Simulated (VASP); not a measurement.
C, 2 atoms in the cell. It takes space group Fd-3m (No. 227, cubic). Conventional cell: a = 3.572 Å, b = 3.572 Å, c = 3.572 Å, α = 90.00°, β = 90.00°, γ = 90.00°. C (site symmetry -43m) has 4 C at 1.55 Å within 2.1 Å. 

```yaml
Program: VASP 6.6.1
Task: single point
Functional: PBE
Potentials_or_basis: VASP PAW PBE potentials, release 64 (C)
Cutoff: 600 eV
k_mesh: 12 × 12 × 12
Occupations: gaussian, width 0.01 eV
Spin: no spin polarisation
Dipole_correction: no
Further_INCAR_settings: ALGO = Normal; EDIFF = 1e-06; NBANDS = 11
```

Potentials or basis: VASP PAW PBE potentials, release 64 (C).

Run with:

```bash
$ cat potpaw_PBE.64/C/POTCAR > POTCAR
$ mpirun -np 1 vasp_std > vasp.out
```

Hardware: 1 thread of Intel Xeon 8259CL (shared host).

Estimate the wall time of this run.

It took 13 s on 1 thread of Intel Xeon 8259CL (shared host), peak memory 0.12 GiB. Counts: scf iterations 11, k points 72.
